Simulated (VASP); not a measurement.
# BN (P-6m2) in VASP: notebook

The runs below take BN through single point, relaxation of shape and atoms at fixed volume, with PBE+D3(BJ).

All numbers are computed with VASP 6.6.1; they aren't measurements. Logs are shortened: lines on timing, memory, paths and dates and some standing lists are left out, and cuts for length are marked.

### Step 1. The cell of the first run

Symmetry: P-6m2, No. 187, hexagonal system. Conventional cell: a = 2.509 Å, b = 2.509 Å, c = 6.975 Å, α = 90.00°, β = 90.00°, γ = 120.00°. Within 1.9 Å of B (site symmetry -6m2) lie 3 N at 1.45 Å. Within 1.9 Å of B (site symmetry -6m2) lie 3 N at 1.45 Å. Within 1.9 Å of N (site symmetry -6m2) lie 3 B at 1.45 Å. Within 1.9 Å of N (site symmetry -6m2) lie 3 B at 1.45 Å.

### Step 2. Single point, PBE+D3(BJ) (volume scaled by 1.06, then relaxed in part)

INCAR reads:

```
ALGO = Normal
EDIFF = 1E-6
ENCUT = 520
GGA = PE
ISIF = 2
ISMEAR = 0
IVDW = 12
LASPH = True
LCHARG = False
LREAL = False
LWAVE = False
NBANDS = 16
NELM = 60
PREC = Accurate
SIGMA = 0.02
```

KPOINTS reads:

```
k-points
0
Gamma
  12 12 4
```

POSCAR reads:

```
BN
1.0
    2.5093946964      0.0000000000      0.0000000000
   -1.2546973482      2.1731995552      0.0000000000
    0.0000000000      0.0000000000      6.9749763019
B N
2 2
Direct
    0.0000000000      0.0000000000      0.5000000000
    0.3333333333      0.6666666667      0.0000000000
    0.0000000000      0.0000000000      0.0000000000
    0.6666666667      0.3333333333      0.5000000000
```

Potentials or basis: VASP PAW PBE potentials, release 64 (B, N).

Started as:

```sh
$ cat potpaw_PBE.64/B/POTCAR potpaw_PBE.64/N/POTCAR > POTCAR
$ mpirun -np 1 vasp_std > vasp.out
```

OUTCAR:

```text
EDIFF = 1E-6
   ENCUT = 520
   GGA = PE
   ISIF = 2
   ISMEAR = 0
   IVDW = 12
   LASPH = True
   LREAL = False
   NELM = 60
   PREC = Accurate
 IVDW          = 12

 ion  position               nearest neighbor table
   1  0.000  0.000  0.500-   4 1.45   4 1.45   4 1.45
   2  0.333  0.667  0.000-   3 1.45   3 1.45   3 1.45
   3  0.000  0.000  0.000-   2 1.45   2 1.45   2 1.45
   4  0.667  0.333  0.500-   1 1.45   1 1.45   1 1.45

  LATTYP: Found a hexagonal cell.
 ALAT       =     2.5093946964
 C/A-ratio  =     2.7795453270

  Lattice vectors:

 A1 = (   2.5093946964,   0.0000000000,   0.0000000000)
 A2 = (  -1.2546973482,   2.1731995552,   0.0000000000)
 A3 = (   0.0000000000,   0.0000000000,   6.9749763019)

Analysis of symmetry for initial positions (statically):
=====================================================================
 Subroutine PRICEL returns:
 Original cell was already a primitive cell.

 Routine SETGRP: Setting up the symmetry group for a
 hexagonal supercell.

 Subroutine GETGRP returns: Found 12 space group operations
 (whereof 12 operations were pure point group operations)
 out of a pool of 24 trial point group operations.

The static configuration has the point symmetry D_3h.

Analysis of symmetry for dynamics (positions and initial velocities):
=====================================================================
 Subroutine PRICEL returns:
 Original cell was already a primitive cell.

 Routine SETGRP: Setting up the symmetry group for a
 hexagonal supercell.

 Subroutine GETGRP returns: Found 12 space group operations
 (whereof 12 operations were pure point group operations)
 out of a pool of 24 trial point group operations.

The dynamic configuration has the point symmetry D_3h.

 Subroutine INISYM returns: Found 12 space group operations
 (whereof 12 operations are pure point group operations),
 and found     1 'primitive' translations

----------------------------------------------------------------------------------------

                                     Primitive cell

  volume of cell :      38.0374

  direct lattice vectors                    reciprocal lattice vectors
     2.509394696  0.000000000  0.000000000     0.398502476  0.230075512  0.000000000
    -1.254697348  2.173199555  0.000000000     0.000000000  0.460151024  0.000000000
     0.000000000  0.000000000  6.974976302     0.000000000  0.000000000  0.143369663

  length of vectors
     2.509394696  2.509394696  6.974976302     0.460151024  0.460151024  0.143369663

  position of ions in fractional coordinates (direct lattice)
     0.000000000  0.000000000  0.500000000
     0.333333333  0.666666667  0.000000000
     0.000000000  0.000000000  0.000000000
     0.666666667  0.333333333  0.500000000

  ion indices of the primitive-cell ions
   primitive index   ion index
                 1           1
                 2           2
                 3           3
                 4           4

----------------------------------------------------------------------------------------

 KPOINTS: k-points

Automatic generation of k-mesh.
 Grid dimensions read from file:
 generate k-points for:   12   12    4

 Generating k-lattice:

  Cartesian coordinates                     Fractional coordinates (reciprocal lattice)
     0.033208540  0.019172959  0.000000000     0.083333333  0.000000000  0.000000000
     0.000000000  0.038345919  0.000000000     0.000000000  0.083333333  0.000000000
     0.000000000  0.000000000  0.035842416     0.000000000  0.000000000  0.250000000

  Length of vectors
     0.038345919  0.038345919  0.035842416

  Shift w.r.t. Gamma in fractional coordinates (k-lattice)
     0.000000000  0.000000000  0.000000000

 Subroutine IBZKPT returns following result:
 ===========================================

 Found     57 irreducible k-points:

 Following reciprocal coordinates:
            Coordinates               Weight
  0.000000  0.000000  0.000000      1.000000
  0.083333  0.000000  0.000000      6.000000
  0.166667  0.000000  0.000000      6.000000
  0.250000  0.000000  0.000000      6.000000
  0.333333 -0.000000  0.000000      6.000000
  0.416667  0.000000  0.000000      6.000000
[... 16 lines left out ...]
  0.250000  0.000000  0.250000     12.000000
  0.333333 -0.000000  0.250000     12.000000
 [... further k-points ...]
   k-points           NKPTS =     57   k-points in BZ     NKDIM =     57   number of bands    NBANDS=     16
   number of dos      NEDOS =    301   number of ions     NIONS =      4
   total plane-waves  NPLWV =  21600
   dimension x,y,z NGX =    20 NGY =   20 NGZ =   54
   dimension x,y,z NGXF=    40 NGYF=   40 NGZF=  108
   ions per type =               2   2
   NGX,Y,Z   is equivalent  to a cutoff of  13.25, 13.25, 12.87 a.u.
   NGXF,Y,Z  is equivalent  to a cutoff of  26.50, 26.50, 25.74 a.u.
 SYSTEM =  unknown system
   PREC   = accura    normal or accurate (medium, high low for compatibility)
   ISTART =      0    job   : 0-new  1-cont  2-samecut
   ICHARG =      2    charge: 1-file 2-atom 10-const
   ISPIN  =      1    spin polarized calculation?
   LNONCOLLINEAR =      F non collinear calculations
   LSORBIT =      F    spin-orbit coupling
   LASPH  =      T    aspherical Exc in radial PAW
   ENCUT  =  520.0 eV  38.22 Ry    6.18 a.u.   4.67  4.67 12.97*2*pi/ulx,y,z
   NELM   =     60;   NELMIN=  2; NELMDL= -5     # of ELM steps
   EDIFF  = 0.1E-05   stopping-criterion for ELM
   LREAL  =      F    real-space projection
   EDIFFG = 0.1E-04   stopping-criterion for IOM
   NSW    =      0    number of steps for IOM
   IBRION =     -1    ionic relax: 0-MD 1-quasi-New 2-CG
   NFREE  =      0    steps in history (QN), initial steepest desc. (CG)
   ISIF   =      2    stress and relaxation
   ISYM   =      2    0-nonsym 1-usesym 2-fastsym
   POTIM  = 0.5000    time-step for ionic-motion
   TEBEG  =    0.0;   TEEND  =   0.0 temperature during run
   PSTRESS=    0.0 pullay stress
   NELECT =      16.0000    total number of electrons
   NUPDOWN=      -1.0000    fix difference up-down
   EMIN   =  10.00;   EMAX   =-10.00  energy-range for DOS
   EFERMI =   0.00;   METHOD = LEGACY
   ISMEAR =     0;   SIGMA  =   0.02  broadening in eV -4-tet -1-fermi 0-gaus
   EFERMI_NEDOS =   21; number of points for ismear=-14 and -15
   IALGO  =     38    algorithm
   IMIX   =      4    mixing-type and parameters
     AMIX     =   0.40;   BMIX     =  1.00
     AMIX_MAG =   1.60;   BMIX_MAG =  1.00
  volume/ion in A,a.u.               =       9.51        64.17
  Fermi-wavevector in a.u.,A,eV,Ry     =   1.226623  2.317981 20.471375  1.504604
  Thomas-Fermi vector in A             =   2.361617
   LORBIT       =      0    0 simple, 1 ext, 2 COOP (PROOUT), +10 PAW based schemes
   GGA     = PE    functional components
   LHFCALC =     F    Hartree Fock is set to
   AEXX    =    0.0000 exact exchange contribution
   IVDW    =    12    specifies the selected vdW correction
   LEPSILON=     F    determine dielectric tensor
   LRPA    =     F    only Hartree local field effects (RPA)
 non-spin polarized calculation
 Gauss-broadening in eV      SIGMA  =   0.02
  energy-cutoff  :      520.00
  volume of cell :       38.04
 maximum number of plane-waves:      1058
 NGX is ok and might be reduce to    20
   NGX =  9   NGY =  9   NGZ = 25

 number of electron      16.0000000 magnetization

 Free energy of the ion-electron system (eV)
  ---------------------------------------------------
  ext. energy  EPLUGINS =         0.00000000
  ---------------------------------------------------
  free energy    TOTEN  =       -35.18095448 eV

  energy without entropy =      -35.18095448  energy(sigma->0) =      -35.18095448

 E-fermi :   2.0488     XC(G=0):  -9.7392

 val. band max:        1.8978931208   @ k =   0.3333   0.3333   0.5000
 cond. band min:       6.3005180135   @ k =   0.5000   0.0000   0.0000
 fundamental gap:      4.4026248927
 Fermi energy:         2.0487874688

 k-point     1 :       0.0000    0.0000    0.0000
  band No.  band energies     occupation
      1     -15.8635      2.00000
      2     -15.6536      2.00000
      3      -4.1202      2.00000
      4      -2.4620      2.00000
      5       0.4955      2.00000
      6       0.4955      2.00000
[... 8 lines left out ...]
     15      13.7201      0.00000
     16      14.8175      0.00000

 k-point     2 :       0.0833    0.0000    0.0000
  band No.  band energies     occupation
      1     -15.7289      2.00000
      2     -15.5223      2.00000
      3      -3.9349      2.00000
      4      -2.2937      2.00000
      5      -0.0631      2.00000
      6       0.0066      2.00000
[... 8 lines left out ...]
     15      14.2364      0.00000
     16      14.3517      0.00000

 k-point     3 :       0.1667    0.0000    0.0000
  band No.  band energies     occupation
      1     -15.3325      2.00000
      2     -15.1354      2.00000
      3      -3.3856      2.00000
      4      -1.7989      2.00000
      5      -1.4731      2.00000
      6      -1.3976      2.00000
[... 8 lines left out ...]
     15      15.5587      0.00000
     16      15.6411      0.00000

 k-point     4 :       0.2500    0.0000    0.0000
  band No.  band energies     occupation
      1     -14.7012      2.00000
      2     -14.5205      2.00000
      3      -3.2590      2.00000
      4      -3.1724      2.00000
      5      -2.4971      2.00000
      6      -1.1143      2.00000
[... 8 lines left out ...]
     15      16.7307      0.00000
     16      17.8133      0.00000

 k-point     5 :       0.3333   -0.0000    0.0000
  band No.  band energies     occupation
      1     -13.9029      2.00000
      2     -13.7476      2.00000
      3      -5.0379      2.00000
      4      -4.9374      2.00000
      5      -1.7377      2.00000
      6      -1.6607      2.00000
[... 8 lines left out ...]
     15      17.5246      0.00000
     16      20.1924      0.00000

 k-point     6 :       0.4167    0.0000    0.0000
  band No.  band energies     occupation
      1     -13.1123      2.00000
      2     -12.9952      2.00000
      3      -6.4600      2.00000
      4      -6.3487      2.00000
      5      -2.1467      2.00000
      6      -2.0688      2.00000
[... 8 lines left out ...]
     15      16.8579      0.00000
     16      19.3306      0.00000
[... 267 lines left out ...]
 k-point    21 :       0.0833    0.0000    0.2500
  band No.  band energies     occupation
      1     -15.7033      2.00000
      2     -15.5501      2.00000
      3      -3.7317      2.00000
      4      -2.5829      2.00000
      5      -0.0613      2.00000
      6       0.0079      2.00000
[... 8 lines left out ...]
     15      14.2843      0.00000
     16      14.3596      0.00000

 k-point    22 :       0.1667    0.0000    0.2500
  band No.  band energies     occupation
      1     -15.3083      2.00000
      2     -15.1615      2.00000
      3      -3.1903      2.00000
      4      -2.0864      2.00000
      5      -1.4629      2.00000
      6      -1.3905      2.00000
[... 8 lines left out ...]
     15      15.5632      0.00000
     16      15.6360      0.00000

 k-point    23 :       0.2500    0.0000    0.2500
  band No.  band energies     occupation
      1     -14.6795      2.00000
      2     -14.5437      2.00000
      3      -3.2588      2.00000
      4      -3.1844      2.00000
      5      -2.3005      2.00000
      6      -1.2631      2.00000
[... 8 lines left out ...]
     15      17.8184      0.00000
     16      17.8961      0.00000

 k-point    24 :       0.3333   -0.0000    0.2500
  band No.  band energies     occupation
      1     -13.8855      2.00000
      2     -13.7660      2.00000
      3      -5.0313      2.00000
      4      -4.9475      2.00000
      5      -1.7353      2.00000
      6      -1.6631      2.00000
[... 8 lines left out ...]
     15      18.2585      0.00000
     16      19.8177      0.00000

 [... further k-points ...]

------------------------ aborting loop because EDIFF is reached ----------------------------------------

 Edisp (eV)   -0.52945

 E8    (eV) :    -0.1542

  FORCE on cell =-STRESS in cart. coord.  units (eV):
  Direction    XX          YY          ZZ          XY          YZ          ZX
  --------------------------------------------------------------------------------------
  -------------------------------------------------------------------------------------
  Total      -0.23695    -0.23695    -0.30921     0.00000     0.00000     0.00000
  in kB      -9.98064    -9.98064   -13.02442     0.00000     0.00000     0.00000
  external pressure =      -11.00 kB  Pullay stress =        0.00 kB

 VOLUME and BASIS-vectors are now :
 -----------------------------------------------------------------------------
  energy-cutoff  :      520.00
  volume of cell :       38.04
      direct lattice vectors                 reciprocal lattice vectors
     2.509394696  0.000000000  0.000000000     0.398502476  0.230075512  0.000000000
    -1.254697348  2.173199555  0.000000000     0.000000000  0.460151024  0.000000000
     0.000000000  0.000000000  6.974976302     0.000000000  0.000000000  0.143369663

 POSITION                                       TOTAL-FORCE (eV/Angst)
 -----------------------------------------------------------------------------------
      0.00000      0.00000      3.48749         0.000000      0.000000      0.000000
     -0.00000      1.44880      0.00000        -0.000000     -0.000000      0.000000
      0.00000      0.00000      0.00000        -0.000000     -0.000000      0.000000
      1.25470      0.72440      3.48749        -0.000000     -0.000000      0.000000
 -----------------------------------------------------------------------------------
    total drift:                               -0.000001      0.000000      0.000000

  FREE ENERGIE OF THE ION-ELECTRON SYSTEM (eV)
  ---------------------------------------------------
  free  energy   TOTEN  =       -35.7104059758 eV

  energy  without entropy=      -35.7104059758  energy(sigma->0) =      -35.71040598
```

It took 16 s on 1 thread of Intel Xeon 6975P-C (Granite Rapids), shared host; peak memory 0.17 GiB.

What came out:

| Item | Value |
| --- | --- |
| Free energy | -35.7104 eV |
| Pressure | -1.1 GPa |
| Band gap on the k mesh | 4.40 eV, indirect (least direct gap 4.53 eV) |
| Dispersion energy per atom | -0.132 eV |

### Step 3. Single point, PBE+D3(BJ) (volume scaled by 1.10, then relaxed in part)

INCAR is that of step 2.

KPOINTS is that of step 2.

POSCAR reads:

```
BN
1.0
    2.5106696007      0.0000000000      0.0000000000
   -1.2553348004      2.1743036547      0.0000000000
    0.0000000000      0.0000000000      7.2308338021
B N
2 2
Direct
    0.0000000000      0.0000000000      0.5000000000
    0.3333333333      0.6666666667      0.0000000000
    0.0000000000      0.0000000000      0.0000000000
    0.6666666667      0.3333333333      0.5000000000
```

Potentials or basis: VASP PAW PBE potentials, release 64 (B, N).

Started as:

```sh
$ cat potpaw_PBE.64/B/POTCAR potpaw_PBE.64/N/POTCAR > POTCAR
$ mpirun -np 1 vasp_std > vasp.out
```

Run time: 16 s. Hardware: 1 thread of Intel Xeon 6975P-C (Granite Rapids), shared host; peak memory 0.17 GiB.

Results (log left out):

```
Free energy                : -35.6983 eV
Pressure                   : -1.5 GPa
Band gap on the k mesh     : 4.44 eV, indirect (least direct gap 4.57 eV)
Dispersion energy per atom : -0.127 eV
```

Stress tensor (GPa, compression positive):
```
-1.36  0.00  0.00
 0.00 -1.36  0.00
 0.00  0.00 -1.65
```

Levels at points of the mesh, in eV from the valence-band top:
```csv
k point,band 5,band 6,band 7,band 8,band 9,band 10,band 11,band 12
"(0.00, 0.00, 0.00)",-1.39,-1.39,-1.34,-1.34,4.79,9.25,11.48,11.48
"(0.50, 0.00, 0.00)",-4.17,-4.11,-1.13,-0.76,4.44,5.23,9.54,9.68
"(0.00, 0.00, 0.50)",-1.39,-1.39,-1.34,-1.34,6.69,6.70,11.49,11.49
"(0.50, 0.00, 0.50)",-4.16,-4.11,-0.95,-0.90,4.69,4.72,9.75,9.76
```

 A k mesh can miss the band edges.

(Part 1 of 2 ends here.)
